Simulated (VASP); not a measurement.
# KBr (Pm-3m) in VASP: single point with PBEsol

Aim: the single point of KBr with PBEsol.

Everything below comes from runs of VASP 6.6.1. Logs are shortened: lines on timing, memory, paths and dates and some standing lists are left out, and cuts for length are marked.

### 1 The cell of the first run

The structure is cubic, space group Pm-3m (No. 221). Conventional cell: a = 4.043 Å, b = 4.043 Å, c = 4.043 Å, α = 90.00°, β = 90.00°, γ = 90.00°. Within 4.6 Å of K (site symmetry m-3m) lie 8 Br at 3.50 Å and 6 K at 4.04 Å. Br (site symmetry m-3m) has 8 K at 3.50 Å and 6 Br at 4.04 Å within 4.6 Å.

### 2 Single point, PBEsol

File INCAR:

```
SYSTEM = KBr
  ALGO = Normal
  EDIFF = 1E-6
  ENCUT = 520
  GGA = PS
  ISIF = 2
  ISMEAR = -1
  LASPH = .TRUE.
  LCHARG = .TRUE.
  LELF = .TRUE.
  LREAL = .FALSE.
  LVHAR = .TRUE.
  LWAVE = .FALSE.
  NBANDS = 15
  NELM = 80
  PREC = Accurate
  SIGMA = 0.1
```

File KPOINTS:

```
k-points
0
G
  4 4 4
  0 0 0
```

File POSCAR:

```
KBr
1.0
    4.0435000000      0.0000000000      0.0000000000
    0.0000000000      4.0435000000      0.0000000000
    0.0000000000      0.0000000000      4.0435000000
K Br
1 1
Direct
    0.0000000000      0.0000000000      0.0000000000
    0.5000000000      0.5000000000      0.5000000000
```

Potentials or basis: VASP PAW PBE potentials, release 64 (K_sv, Br).

Launch:

```
$ cat potpaw_PBE.64/K_sv/POTCAR potpaw_PBE.64/Br/POTCAR > POTCAR
$ mpirun -np 1 vasp_std > vasp.out
```

OUTCAR:

```text
SYSTEM = KBr
   EDIFF = 1E-6
   ENCUT = 520
   GGA = PS
   ISIF = 2
   ISMEAR = -1
   LASPH = .TRUE.
   LREAL = .FALSE.
   NELM = 80
   PREC = Accurate

 ion  position               nearest neighbor table
   1  0.000  0.000  0.000-
   2  0.500  0.500  0.500-

  LATTYP: Found a simple cubic cell.
 ALAT       =     4.0435000000

  Lattice vectors:

 A1 = (   4.0435000000,   0.0000000000,   0.0000000000)
 A2 = (   0.0000000000,   4.0435000000,   0.0000000000)
 A3 = (   0.0000000000,   0.0000000000,   4.0435000000)

Analysis of symmetry for initial positions (statically):
=====================================================================
 Subroutine PRICEL returns:
 Original cell was already a primitive cell.

 Routine SETGRP: Setting up the symmetry group for a
 simple cubic supercell.

 Subroutine GETGRP returns: Found 48 space group operations
 (whereof 48 operations were pure point group operations)
 out of a pool of 48 trial point group operations.

The static configuration has the point symmetry O_h .

Analysis of symmetry for dynamics (positions and initial velocities):
=====================================================================
 Subroutine PRICEL returns:
 Original cell was already a primitive cell.

 Routine SETGRP: Setting up the symmetry group for a
 simple cubic supercell.

 Subroutine GETGRP returns: Found 48 space group operations
 (whereof 48 operations were pure point group operations)
 out of a pool of 48 trial point group operations.

The dynamic configuration has the point symmetry O_h .

 Subroutine INISYM returns: Found 48 space group operations
 (whereof 48 operations are pure point group operations),
 and found     1 'primitive' translations

----------------------------------------------------------------------------------------

                                     Primitive cell

  volume of cell :      66.1108

  direct lattice vectors                    reciprocal lattice vectors
     4.043500000  0.000000000  0.000000000     0.247310498  0.000000000  0.000000000
     0.000000000  4.043500000  0.000000000     0.000000000  0.247310498  0.000000000
     0.000000000  0.000000000  4.043500000     0.000000000  0.000000000  0.247310498

  length of vectors
     4.043500000  4.043500000  4.043500000     0.247310498  0.247310498  0.247310498

  position of ions in fractional coordinates (direct lattice)
     0.000000000  0.000000000  0.000000000
     0.500000000  0.500000000  0.500000000

  ion indices of the primitive-cell ions
   primitive index   ion index
                 1           1
                 2           2

----------------------------------------------------------------------------------------

 KPOINTS: k-points

Automatic generation of k-mesh.
 Grid dimensions read from file:
 generate k-points for:    4    4    4

 Generating k-lattice:

  Cartesian coordinates                     Fractional coordinates (reciprocal lattice)
     0.061827625  0.000000000  0.000000000     0.250000000  0.000000000  0.000000000
     0.000000000  0.061827625  0.000000000     0.000000000  0.250000000  0.000000000
     0.000000000  0.000000000  0.061827625     0.000000000  0.000000000  0.250000000

  Length of vectors
     0.061827625  0.061827625  0.061827625

  Shift w.r.t. Gamma in fractional coordinates (k-lattice)
     0.000000000  0.000000000  0.000000000

 Subroutine IBZKPT returns following result:
 ===========================================

 Found     10 irreducible k-points:

 Following reciprocal coordinates:
            Coordinates               Weight
  0.000000  0.000000  0.000000      1.000000
  0.250000  0.000000  0.000000      6.000000
  0.500000  0.000000  0.000000      3.000000
  0.250000  0.250000  0.000000     12.000000
  0.500000  0.250000  0.000000     12.000000
  0.500000  0.500000  0.000000      3.000000
  0.250000  0.250000  0.250000      8.000000
  0.500000  0.250000  0.250000     12.000000
  0.500000  0.500000  0.250000      6.000000
  0.500000  0.500000  0.500000      1.000000
   k-points           NKPTS =     10   k-points in BZ     NKDIM =     10   number of bands    NBANDS=     15
   number of dos      NEDOS =    301   number of ions     NIONS =      2
   total plane-waves  NPLWV =  27000
   dimension x,y,z NGX =    30 NGY =   30 NGZ =   30
   dimension x,y,z NGXF=    60 NGYF=   60 NGZF=   60
   ions per type =               1   1
   NGX,Y,Z   is equivalent  to a cutoff of  12.33, 12.33, 12.33 a.u.
   NGXF,Y,Z  is equivalent  to a cutoff of  24.67, 24.67, 24.67 a.u.
 SYSTEM =  KBr
   PREC   = accura    normal or accurate (medium, high low for compatibility)
   ISTART =      0    job   : 0-new  1-cont  2-samecut
   ICHARG =      2    charge: 1-file 2-atom 10-const
   ISPIN  =      1    spin polarized calculation?
   LNONCOLLINEAR =      F non collinear calculations
   LSORBIT =      F    spin-orbit coupling
   LASPH  =      T    aspherical Exc in radial PAW
   ENCUT  =  520.0 eV  38.22 Ry    6.18 a.u.   7.52  7.52  7.52*2*pi/ulx,y,z
   NELM   =     80;   NELMIN=  2; NELMDL= -5     # of ELM steps
   EDIFF  = 0.1E-05   stopping-criterion for ELM
   LREAL  =      F    real-space projection
   EDIFFG = 0.1E-04   stopping-criterion for IOM
   NSW    =      0    number of steps for IOM
   IBRION =     -1    ionic relax: 0-MD 1-quasi-New 2-CG
   NFREE  =      0    steps in history (QN), initial steepest desc. (CG)
   ISIF   =      2    stress and relaxation
   ISYM   =      2    0-nonsym 1-usesym 2-fastsym
   POTIM  = 0.5000    time-step for ionic-motion
   TEBEG  =    0.0;   TEEND  =   0.0 temperature during run
   PSTRESS=    0.0 pullay stress
   NELECT =      16.0000    total number of electrons
   NUPDOWN=      -1.0000    fix difference up-down
   EMIN   =  10.00;   EMAX   =-10.00  energy-range for DOS
   EFERMI =   0.00;   METHOD = LEGACY
   ISMEAR =    -1;   SIGMA  =   0.10  broadening in eV -4-tet -1-fermi 0-gaus
   EFERMI_NEDOS =   21; number of points for ismear=-14 and -15
   IALGO  =     38    algorithm
   IMIX   =      4    mixing-type and parameters
     AMIX     =   0.40;   BMIX     =  1.00
     AMIX_MAG =   1.60;   BMIX_MAG =  1.00
  volume/ion in A,a.u.               =      33.06       223.07
  Fermi-wavevector in a.u.,A,eV,Ry     =   1.020213  1.927922 14.161405  1.040834
  Thomas-Fermi vector in A             =   2.153770
   LORBIT       =      0    0 simple, 1 ext, 2 COOP (PROOUT), +10 PAW based schemes
   GGA     = PS    functional components
   LHFCALC =     F    Hartree Fock is set to
   AEXX    =    0.0000 exact exchange contribution
   IVDW    =     0    specifies the selected vdW correction
   LEPSILON=     F    determine dielectric tensor
   LRPA    =     F    only Hartree local field effects (RPA)
 non-spin polarized calculation
  energy-cutoff  :      520.00
  volume of cell :       66.11
 maximum number of plane-waves:      1800
   NGX = 15   NGY = 15   NGZ = 15

 number of electron      15.9999999 magnetization

 Free energy of the ion-electron system (eV)
  ---------------------------------------------------
  ext. energy  EPLUGINS =         0.00000000
  ---------------------------------------------------
  free energy    TOTEN  =        -6.33928816 eV

  energy without entropy =       -6.33928815  energy(sigma->0) =       -6.33928815

 E-fermi :   1.1209     XC(G=0):  -8.0024

 val. band max:       -0.8485584430   @ k =   0.5000   0.5000   0.0000
 cond. band min:       2.8538240609   @ k =   0.0000   0.0000   0.0000
 fundamental gap:      3.7023825039
 Fermi energy:         1.1209350519

 k-point     1 :       0.0000    0.0000    0.0000
  band No.  band energies     occupation
      1     -29.3379      2.00000
      2     -13.6433      2.00000
      3     -12.8255      2.00000
      4     -12.8255      2.00000
      5     -12.8255      2.00000
      6      -1.1140      2.00000
      7      -1.1140      2.00000
      8      -1.1140      2.00000
      9       2.8538      0.00000
     10       4.8968      0.00000
     11       4.8968      0.00000
     12       8.8018      0.00000
     13       8.8018      0.00000
     14       8.8018      0.00000
     15      11.4347      0.00000

 k-point     2 :       0.2500    0.0000    0.0000
  band No.  band energies     occupation
      1     -29.3327      2.00000
      2     -13.7179      2.00000
      3     -12.8155      2.00000
      4     -12.8155      2.00000
      5     -12.7411      2.00000
      6      -2.1155      2.00000
      7      -1.0998      2.00000
      8      -1.0998      2.00000
      9       4.0518      0.00000
     10       5.3680      0.00000
     11       6.0086      0.00000
     12       8.6657      0.00000
     13       8.6657      0.00000
     14       9.0428      0.00000
     15       9.6401      0.00000

 k-point     3 :       0.5000    0.0000    0.0000
  band No.  band energies     occupation
      1     -29.3274      2.00000
      2     -13.7896      2.00000
      3     -12.8055      2.00000
      4     -12.8055      2.00000
      5     -12.6550      2.00000
      6      -2.8329      2.00000
      7      -1.0863      2.00000
      8      -1.0863      2.00000
      9       5.4685      0.00000
     10       6.2480      0.00000
     11       6.7115      0.00000
     12       7.9338      0.00000
     13       8.7824      0.00000
     14       8.7824      0.00000
     15       9.3400      0.00000
[... 91 lines left out ...]
 k-point     9 :       0.5000    0.5000    0.2500
  band No.  band energies     occupation
      1     -29.3130      2.00000
      2     -13.3370      2.00000
      3     -12.9546      2.00000
      4     -12.9546      2.00000
      5     -12.8648      2.00000
      6      -2.2742      2.00000
      7      -2.2742      2.00000
      8      -1.6613      2.00000
      9       5.1134      0.00000
     10       6.7302      0.00000
     11       6.7302      0.00000
     12       7.0764      0.00000
     13       8.8794      0.00000
     14       8.8794      0.00000
     15      10.2416      0.00000

 k-point    10 :       0.5000    0.5000    0.5000
  band No.  band energies     occupation
      1     -29.3083      2.00000
      2     -13.2740      2.00000
      3     -12.9377      2.00000
      4     -12.9377      2.00000
      5     -12.9377      2.00000
      6      -2.2923      2.00000
      7      -2.2923      2.00000
      8      -2.2923      2.00000
      9       6.4161      0.00000
     10       6.4161      0.00000
     11       6.4161      0.00000
     12       8.4985      0.00000
     13       8.4985      0.00000
     14       8.4985      0.00000
     15      10.3345      0.00000

------------------------ aborting loop because EDIFF is reached ----------------------------------------

  FORCE on cell =-STRESS in cart. coord.  units (eV):
  Direction    XX          YY          ZZ          XY          YZ          ZX
  --------------------------------------------------------------------------------------
  -------------------------------------------------------------------------------------
  Total       -0.4800756     -0.4800756     -0.4800756      0.0000000     -0.0000000      0.0000000
  in kB      -11.6345040    -11.6345040    -11.6345040      0.0000000     -0.0000000      0.0000000
  external PRESSURE =     -11.6345040 kB  Pullay stress =       0.0000000 kB

 VOLUME and BASIS-vectors are now :
 -----------------------------------------------------------------------------
  energy-cutoff  :      520.00
  volume of cell :       66.11
      direct lattice vectors                 reciprocal lattice vectors
     4.043500000  0.000000000  0.000000000     0.247310498  0.000000000  0.000000000
     0.000000000  4.043500000  0.000000000     0.000000000  0.247310498  0.000000000
     0.000000000  0.000000000  4.043500000     0.000000000  0.000000000  0.247310498

 POSITION                                       TOTAL-FORCE (eV/Angst)
 -----------------------------------------------------------------------------------
      0.00000      0.00000      0.00000         0.000000      0.000000      0.000000
      2.02175      2.02175      2.02175         0.000000      0.000000      0.000000
 -----------------------------------------------------------------------------------
    total drift:                                0.000000      0.000000     -0.000000

  FREE ENERGIE OF THE ION-ELECTRON SYSTEM (eV)
  ---------------------------------------------------
  free  energy   TOTEN  =        -6.3392881568 eV

  energy  without entropy=       -6.3392881531  energy(sigma->0) =       -6.33928815
```

Run time: 10 s. Hardware: 1 thread of Intel Xeon Platinum 8259CL at 2.50GHz (Skylake/Cascade Lake), shared host; peak memory 0.16 GiB.

Results:

```yaml
Free_energy: -6.3393 eV
Pressure: -1.2 GPa
Band_gap_on_the_k_mesh: 3.70 eV, indirect (least direct gap 3.97 eV)
```

Caveat: the PAW data sets were made with another functional, which shifts forces and pressure a little.
